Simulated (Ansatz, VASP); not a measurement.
**One calculation of CdTe, two programs**

```xyz
2
Lattice="0.0000 3.2799 3.2799 3.2799 0.0000 3.2799 3.2799 3.2799 0.0000" Properties=species:S:1:pos:R:3 pbc="T T T"
Cd    0.0000    0.0000    0.0000
Te    1.6400    1.6400    1.6400
```

Alike in both runs: task single point; functional PBEsol; dispersion D4; k mesh 4 × 4 × 4; no spin polarisation.

|  | VASP | Ansatz |
| --- | --- | --- |
| version | VASP 6.6.1 | Ansatz 0.2.0 |
| potentials or method | VASP PAW PBE potentials, release 64 (Cd, Te) | plane waves |
| plane-wave cutoff (eV) | 500 | 420 |
| occupations | gaussian, width 0.01 eV | fixed |
| valence electrons in the cell | 18 | 36 |

|  | VASP | Ansatz | Ansatz less VASP |
| --- | --- | --- | --- |
| gap on the k mesh at the Fermi level (eV) | 0.54 | 0.54 | -0.001 |
| pressure (GPa) | -1.8 | -1.9 | -0.15 |

VASP's potentials were made for PBE, not for PBEsol. VASP's potentials hold 18 valence electrons a cell and Ansatz's 36, so a difference there can come from the potentials and not from the codes.

Neither program's run includes spin-orbit coupling.
